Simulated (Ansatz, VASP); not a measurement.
# Two plane-wave programs on ZnO

File INCAR:

```
SYSTEM = ZnO
PREC     = Accurate       ! precision mode
ENCUT    = 520            ! plane-wave cutoff, eV
EDIFF    = 1E-8           ! SCF threshold, eV
ISMEAR   = -1             ! smearing method
SIGMA    = 0.02           ! smearing width, eV
LREAL    = .False.        ! projectors in reciprocal space
LASPH    = .True.         ! aspherical terms in the spheres
NELM     = 60             ! most SCF steps
ALGO     = Normal         ! electronic algorithm
ISIF     = 2              ! what is computed and relaxed
LWAVE    = .False.        ! write WAVECAR
LCHARG   = .False.        ! write CHGCAR
GGA      = PE             ! functional
LEFG     = .True.       
NBANDS   = 26             ! bands
```

Contents of KPOINTS:

```
Automatic mesh
0
Gamma
  11 11 6
  0 0 0
```

The input POSCAR:

```
ZnO
1.0
    3.2601941478      0.0000000000      0.0000000000
   -1.6300970738      2.8234109532      0.0000000000
    0.0000000000      0.0000000000      5.2210884991
Zn O
2 2
Direct
    0.3333333333      0.6666666667      0.0000000000
    0.6666666667      0.3333333333      0.5000000000
    0.3333333333      0.6666666667      0.3821000000
    0.6666666667      0.3333333333      0.8821000000
```

Input for Ansatz:

```yaml
crystal:
  lattice:
    - [3.2601941478, 0.0, 0.0]
    - [-1.6300970738, 2.8234109532, 0.0]
    - [0.0, 0.0, 5.2210884991]
  atoms:
    - { symbol: Zn, position: [0.3333333333, 0.6666666667, 0.0] }
    - { symbol: Zn, position: [0.6666666667, 0.3333333333, 0.5] }
    - { symbol: O, position: [0.3333333333, 0.6666666667, 0.3821] }
    - { symbol: O, position: [0.6666666667, 0.3333333333, 0.8821] }
kpoints:
  mp_grid: { grid: [11, 11, 6] }
scf:
  occupations: { method: fermi_dirac, width: 0.02 }
hamiltonian:
  xc: pbe
  pseudopotentials: { kind: paw }
output:
  forces: true
  stress: true
  eigenvalues: true
  efg: { contact_densities: true }
  write_density: true
  write_potential: true
  elf: true
  volumetric_format: npy
```

Change from the starting cell: volume scaled by 1.01, PAW files.

Alike in both runs: task electric field gradients; functional PBE; k mesh 11 × 11 × 6; occupations fermi-dirac, width 0.02 eV; no spin polarisation.

|  | VASP | Ansatz |
| --- | --- | --- |
| version | VASP 6.6.1 | Ansatz 0.2.0 |
| potentials or method | VASP PAW PBE potentials, release 64 (Zn, O) | PAW with Ansatz's default frozen-core files, scalar-relativistic |
| plane-wave cutoff (eV) | 520 | 420 |
| valence electrons in the cell | 36 | 36 |

|  | VASP | Ansatz | Ansatz less VASP |
| --- | --- | --- | --- |
| gap on the k mesh at the Fermi level (eV) | 0.78 | 0.79 | +0.016 |
| pressure (GPa) | 4.5 | 3.5 | -1.01 |
| traceless stress, the component that is largest in VASP (GPa) | 0.21 | 0.23 | +0.027 |
| rms of the force components (eV/Å) | 0.019 | 0.018 | -0.0009 |
| size of Vzz on the site where it differs most (V/Å²) | 7.5 | 7.4 | -0.09 |

Atom by atom the forces differ by 0.001 eV/Å (rms over components).
